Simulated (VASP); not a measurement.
Wanted: the native input for a VASP 6.6.1 run.

```
Task                   : single point
Functional             : PBEsol
Potentials or basis    : VASP PAW PBE potentials, release 64 (In_d, Sb)
Cutoff                 : 520 eV
k mesh                 : 9 × 9 × 9
Occupations            : fermi-dirac, width 0.05 eV
Spin                   : no spin polarisation
Dipole correction      : no
Further INCAR settings : ALGO = Normal; EDIFF = 1e-06; NBANDS = 16
```

The structure of InSb lies in POSCAR:

```
InSb
1.0
    0.0000000000      3.1953230120      3.1953230120
    3.1953230120      0.0000000000      3.1953230120
    3.1953230120      3.1953230120      0.0000000000
In Sb
1 1
Direct
    0.0000000000      0.0000000000      0.0000000000
    0.7500000000      0.7500000000      0.7500000000
```

This cell differs from its parent crystal: volume scaled by 0.96.

One way to write it, as run:

INCAR

```
SYSTEM = InSb
PREC = Accurate
ENCUT = 520
EDIFF = 1E-6
ISMEAR = -1
SIGMA = 0.05
LREAL = .False.
LASPH = .True.
NELM = 100
ALGO = Normal
ISIF = 2
LWAVE = .False.
LCHARG = .False.
GGA = PS
NBANDS = 16
```

KPOINTS

```
Automatic mesh
0
Gamma
  9 9 9
  0 0 0
```

Potentials or basis: VASP PAW PBE potentials, release 64 (In_d, Sb).

The run is started by

```console
$ cat potpaw_PBE.64/In_d/POTCAR potpaw_PBE.64/Sb/POTCAR > POTCAR
$ mpirun -np 1 vasp_std > vasp.out
```

Results of the run:

- Pressure: 3.0 GPa
- Band gap on the k mesh: zero (filled and empty bands touch)

Caveat: the PAW data sets were made with another functional, which shifts forces and pressure a little; spin-orbit coupling is left out, which moves the levels of the heavy elements.

Wall time 34 s on 1 thread of AMD EPYC 7R13 Processor (Zen 3), on a shared host, peak memory 0.19 GiB.
